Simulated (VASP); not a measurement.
Wanted: the native input for a VASP 6.6.1 run.

```yaml
Task: single point
Functional: PBEsol
Potentials_or_basis: VASP PAW PBE potentials, release 64 (Tl_d)
Cutoff: 520 eV
k_mesh: 7 × 7 × 4
Occupations: gaussian, width 0.005 eV
Spin: no spin polarisation
Dipole_correction: no
Further_INCAR_settings: ALGO = Fast; EDIFF = 1e-06; NBANDS = 20
```

The structure of Tl lies in POSCAR:

```
Tl
1.0
    3.4560000000      0.0000000000      0.0000000000
   -1.7280000000      2.9929837955      0.0000000000
    0.0000000000      0.0000000000      5.5250000000
Tl
2
Direct
    0.6666666667      0.3333333333      0.7500000000
    0.3333333333      0.6666666667      0.2500000000
```

One way to write it, as run:

INCAR

```
PREC = Accurate ; ENCUT = 520
EDIFF = 1E-6 ; ISMEAR = 0
SIGMA = 0.005 ; LREAL = False
LASPH = True ; NELM = 80
ALGO = Fast ; ISIF = 2
LWAVE = False ; LCHARG = False
GGA = PS ; NBANDS = 20
```

KPOINTS

```
Automatic mesh
0
Gamma
  7 7 4
```

Potentials or basis: VASP PAW PBE potentials, release 64 (Tl_d).

Run with:

```bash
$ cat potpaw_PBE.64/Tl_d/POTCAR > POTCAR
$ mpirun -np 1 vasp_std > vasp.out
```

It gave:

* Pressure: 0.0 GPa
* Band gap on the k mesh: zero (bands 13 and 14 overlap by 5.43 eV)

Caveat: the PAW data sets were made with another functional, which shifts forces and pressure a little; spin-orbit coupling is left out, which moves the levels of the heavy elements.

Run time: 35 s on 1 thread of Intel Xeon 8259CL, with other jobs on the host, peak memory 0.18 GiB.
